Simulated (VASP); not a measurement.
# Ba (Pm-3m) in VASP: notebook, part 2 of 2

VASP 6.6.1.

## 3. Single point, RPBE

This run uses another cell than the first one, of 25.46 Å³/atom.

Contents of INCAR:

```
SYSTEM = Ba
PREC     = Accurate       ! precision mode
ENCUT    = 520            ! plane-wave cutoff, eV
EDIFF    = 1E-6           ! SCF threshold, eV
ISMEAR   = 0              ! smearing method
SIGMA    = 0.1            ! smearing width, eV
LREAL    = .FALSE.        ! projectors in reciprocal space
LASPH    = .TRUE.         ! aspherical terms in the spheres
NELM     = 60             ! most SCF steps
ALGO     = Normal         ! electronic algorithm
ISIF     = 2              ! what is computed and relaxed
LWAVE    = .FALSE.        ! write WAVECAR
LCHARG   = .TRUE.         ! write CHGCAR
GGA      = RP             ! functional
LELF     = .TRUE.         ! ELF
LVHAR    = .TRUE.       
NBANDS   = 11             ! bands
```

Contents of KPOINTS:

```
Automatic mesh
0
G
  6 6 6
  0 0 0
```

Contents of POSCAR:

```
Ba
1.0
    2.9418685538      0.0000000000      0.0000000000
    0.0000000000      2.9418685538      0.0000000000
    0.0000000000      0.0000000000      2.9418685538
Ba
1
Direct
    0.0000000000      0.0000000000      0.0000000000
```

Potentials or basis: VASP PAW PBE potentials, release 64 (Ba_sv).

Run with:

```bash
$ cat potpaw_PBE.64/Ba_sv/POTCAR > POTCAR
$ mpirun -np 1 vasp_std > vasp.out
```

OUTCAR:

```text
SYSTEM = Ba
   PREC = Accurate
   ENCUT = 520
   EDIFF = 1E-6
   ISMEAR = 0
   LREAL = .FALSE.
   LASPH = .TRUE.
   NELM = 60
   ISIF = 2
   GGA = RP

 ion  position               nearest neighbor table
   1  0.000  0.000  0.000-

  LATTYP: Found a simple cubic cell.
 ALAT       =     2.9418685538

  Lattice vectors:

 A1 = (   2.9418685538,   0.0000000000,   0.0000000000)
 A2 = (   0.0000000000,   2.9418685538,   0.0000000000)
 A3 = (   0.0000000000,   0.0000000000,   2.9418685538)

Analysis of symmetry for initial positions (statically):
=====================================================================
 Subroutine PRICEL returns:
 Original cell was already a primitive cell.

 Routine SETGRP: Setting up the symmetry group for a
 simple cubic supercell.

 Subroutine GETGRP returns: Found 48 space group operations
 (whereof 48 operations were pure point group operations)
 out of a pool of 48 trial point group operations.

The static configuration has the point symmetry O_h .

Analysis of symmetry for dynamics (positions and initial velocities):
=====================================================================
 Subroutine PRICEL returns:
 Original cell was already a primitive cell.

 Routine SETGRP: Setting up the symmetry group for a
 simple cubic supercell.

 Subroutine GETGRP returns: Found 48 space group operations
 (whereof 48 operations were pure point group operations)
 out of a pool of 48 trial point group operations.

The dynamic configuration has the point symmetry O_h .

 Subroutine INISYM returns: Found 48 space group operations
 (whereof 48 operations are pure point group operations),
 and found     1 'primitive' translations

----------------------------------------------------------------------------------------

                                     Primitive cell
[... 107 lines left out ...]
  Thomas-Fermi vector in A             =   2.334782
   LORBIT       =      0    0 simple, 1 ext, 2 COOP (PROOUT), +10 PAW based schemes
   GGA     = RP    functional components
   LHFCALC =     F    Hartree Fock is set to
   AEXX    =    0.0000 exact exchange contribution
   IVDW    =     0    specifies the selected vdW correction
   LEPSILON=     F    determine dielectric tensor
   LRPA    =     F    only Hartree local field effects (RPA)
 non-spin polarized calculation
 Gauss-broadening in eV      SIGMA  =   0.10
  energy-cutoff  :      520.00
  volume of cell :       25.46
 maximum number of plane-waves:       700
 NGX is ok and might be reduce to    24
   NGX = 11   NGY = 11   NGZ = 11

 number of electron      10.0000000 magnetization

 Free energy of the ion-electron system (eV)
  ---------------------------------------------------
  ext. energy  EPLUGINS =         0.00000000
  ---------------------------------------------------
  free energy    TOTEN  =         0.79427248 eV

  energy without entropy =        0.80617294  energy(sigma->0) =        0.80022271

 E-fermi :   6.6050     XC(G=0): -10.8602

 val. band max:        6.5769736246   @ k =   0.5000   0.1667   0.0000
 cond. band min:       6.6177518216   @ k =   0.3333   0.1667   0.0000
 fundamental gap:      0.0407781970
 Fermi energy:         6.6050022270

 k-point     1 :       0.0000    0.0000    0.0000
  band No.  band energies     occupation
      1     -23.6080      2.00000
      2      -5.4323      2.00000
      3      -5.4323      2.00000
      4      -5.4323      2.00000
      5       5.0475      2.00000
      6       5.0475      2.00000
      7       5.0539      2.00000
      8      17.5371      0.00000
      9      17.5371      0.00000
     10      17.5371      0.00000
     11      21.1109      0.00000
[... 253 lines left out ...]
 k-point    20 :       0.5000    0.5000    0.5000
  band No.  band energies     occupation
      1     -20.5366      2.00000
      2      -8.9361      2.00000
      3      -8.9361      2.00000
      4      -8.9361      2.00000
      5       4.4174      2.00000
      6       4.4174      2.00000
      7       4.4174      2.00000
      8      10.2609      0.00000
      9      23.0338      0.00000
     10      23.0338      0.00000
     11      26.2257      0.00000

------------------------ aborting loop because EDIFF is reached ----------------------------------------

  FORCE on cell =-STRESS in cart. coord.  units (eV):
  Direction    XX          YY          ZZ          XY          YZ          ZX
  --------------------------------------------------------------------------------------
  -------------------------------------------------------------------------------------
  Total        5.9608267      5.9608267      5.9608267     -0.0000000     -0.0000000      0.0000000
  in kB      375.1001910    375.1001910    375.1001910     -0.0000000     -0.0000000      0.0000000
  external PRESSURE =     375.1001910 kB  Pullay stress =       0.0000000 kB

 VOLUME and BASIS-vectors are now :
 -----------------------------------------------------------------------------
  energy-cutoff  :      520.00
  volume of cell :       25.46
      direct lattice vectors                 reciprocal lattice vectors
     2.941868554  0.000000000  0.000000000     0.339920014  0.000000000  0.000000000
     0.000000000  2.941868554  0.000000000     0.000000000  0.339920014  0.000000000
     0.000000000  0.000000000  2.941868554     0.000000000  0.000000000  0.339920014

 POSITION                                       TOTAL-FORCE (eV/Angst)
 -----------------------------------------------------------------------------------
      0.00000      0.00000      0.00000         0.000000      0.000000      0.000000
 -----------------------------------------------------------------------------------
    total drift:                               -0.000000      0.000000      0.000000

  FREE ENERGIE OF THE ION-ELECTRON SYSTEM (eV)
  ---------------------------------------------------
  free  energy   TOTEN  =         0.7942724778 eV

  energy  without entropy=        0.8061729444  energy(sigma->0) =        0.80022271
```

OSZICAR:

```text
N       E                     dE             d eps       ncg     rms          rms(c)
DAV:   1     0.474326372499E+02    0.47433E+02   -0.52013E+03   440   0.838E+02
DAV:   2     0.204916832648E+01   -0.45383E+02   -0.44015E+02   553   0.158E+02
DAV:   3     0.582016595573E+00   -0.14672E+01   -0.14576E+01   564   0.242E+01
DAV:   4     0.565962085902E+00   -0.16055E-01   -0.16040E-01   514   0.257E+00
DAV:   5     0.565594954939E+00   -0.36713E-03   -0.36712E-03   558   0.282E-01    0.128E+01
DAV:   6     0.726470902860E+00    0.16088E+00   -0.11256E-01   527   0.248E+00    0.704E+00
DAV:   7     0.794545077149E+00    0.68074E-01   -0.14382E-01   569   0.320E+00    0.312E-01
DAV:   8     0.794411133532E+00   -0.13394E-03   -0.48414E-03   493   0.585E-01    0.767E-02
DAV:   9     0.794327153641E+00   -0.83980E-04   -0.16231E-04   517   0.106E-01    0.219E-02
DAV:  10     0.794297208896E+00   -0.29945E-04   -0.48032E-05   609   0.561E-02    0.127E-02
DAV:  11     0.794273959234E+00   -0.23250E-04   -0.90124E-05   507   0.827E-02    0.489E-03
DAV:  12     0.794272652946E+00   -0.13063E-05   -0.12198E-05   536   0.326E-02    0.568E-04
DAV:  13     0.794272477773E+00   -0.17517E-06   -0.52781E-07   350   0.681E-03
   1 F= 0.79427248E+00 E0= 0.80022271E+00  d E =-.119005E-01
```

stdout:

```text
POSCAR found type information on POSCAR Ba
 POSCAR found :  1 types and       1 ions
 scaLAPACK will be used
 -----------------------------------------------------------------------------
|                                                                             |
|                                                                             |
|     You enforced a specific xc type in the INCAR file but a different       |
|     I HOPE YOU KNOW WHAT YOU ARE DOING!                                     |
|                                                                             |
 -----------------------------------------------------------------------------

 LDA part: xc-table for (Slater+PW92), standard interpolation
 POSCAR, INCAR and KPOINTS ok, starting setup
 FFT: planning ... GRIDC
 FFT: planning ... GRID_SOFT
 FFT: planning ... GRID
 WAVECAR not read
 entering main loop
```

Wall time 5.3 s (1 thread of Intel Xeon 8259CL, shared host); peak memory 0.14 GiB.

What came out:

```
Free energy            : 0.7943 eV
Pressure               : 37.5 GPa
Band gap on the k mesh : zero (bands 5 and 6 overlap by 3.10 eV)
```

Caveat: the cell stands under pressure; the PAW data sets were made with another functional, which shifts forces and pressure a little; spin-orbit coupling is left out, which moves the levels of the heavy elements.

The gap in the log of VASP goes by the Fermi energy; the results here count the filled bands.